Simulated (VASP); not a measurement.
# MoSe: single point with PBE+U

The system is MoSe.

```
Mo Se
1.0
     3.53335    0.00000    0.00000
     0.00000    3.53335    0.00000
     0.00000    0.00000    3.53335
Mo Se
1 1
Direct
  0.00000 0.00000 0.00000
  0.50000 0.50000 0.50000
```

```yaml
Program: VASP 6.6.1
Task: single point
Functional: PBE
Potentials_or_basis: VASP PAW PBE potentials, release 64 (Mo_sv, Se)
Cutoff: 520 eV
k_mesh: 12 × 12 × 12
Occupations: gaussian, width 0.1 eV
Spin: collinear spin, ferromagnetic start
Starting_moments: "[3.5, 0.0] μB"
Hubbard_terms: Mo d U = 4.38 eV
```

| Quantity | Value |
| --- | --- |
| Pressure | -2.6 GPa |
| Band gap on the k mesh | zero (filled and empty bands overlap) |
| Net moment | 4.00 μB per cell |
| Site moments | Mo +3.73; Se -0.26 μB |
| Valence electrons inside the program's atomic spheres | Mo 12.13; Se 3.77 |

Levels at points of the mesh, in eV from the Fermi level:
Spin up:
```tsv
k point	band 9	band 10	band 11	band 12	band 13	band 14	band 15	band 16
(0.00, 0.00, 0.00)	-1.73	-1.73	-1.62	-1.62	-1.62	-0.29	7.48	7.48
(0.50, 0.00, 0.00)	-3.65	-1.49	-1.33	1.38	1.38	3.12	5.70	5.91
(0.50, 0.50, 0.00)	-2.37	-2.37	-2.05	-1.40	-0.59	1.60	7.53	7.53
(0.50, 0.50, 0.50)	-1.36	-1.36	1.29	1.29	1.29	1.89	1.89	1.89
```
Spin down:
| k point | band 6 | band 7 | band 8 | band 9 | band 10 | band 11 |
| --- | --- | --- | --- | --- | --- | --- |
| (0.00, 0.00, 0.00) | -1.88 | -1.88 | -1.88 | 0.59 | 0.59 | 1.39 |
| (0.50, 0.00, 0.00) | -6.21 | -2.02 | -2.02 | 1.64 | 4.00 | 4.33 |
| (0.50, 0.50, 0.00) | -4.79 | -4.79 | -0.91 | -0.05 | 2.32 | 2.42 |
| (0.50, 0.50, 0.50) | -4.82 | -4.82 | -4.82 | 3.22 | 3.22 | 3.22 |

Eigenvalues of the final occupation matrices:
| site | spin | trace | eigenvalues |
| --- | --- | --- | --- |
| site 1 d | 1 | 3.82 | 0.72 0.72 0.72 0.83 0.83 |
| site 1 d | 2 | 0.16 | 0.01 0.01 0.05 0.05 0.05 |

It took 78 s on 1 thread of Intel(R) Xeon(R) Platinum 8488C (Sapphire Rapids), with other jobs on the host, peak memory 0.25 GiB.

The state reached can hang on the start; a lower one may exist.
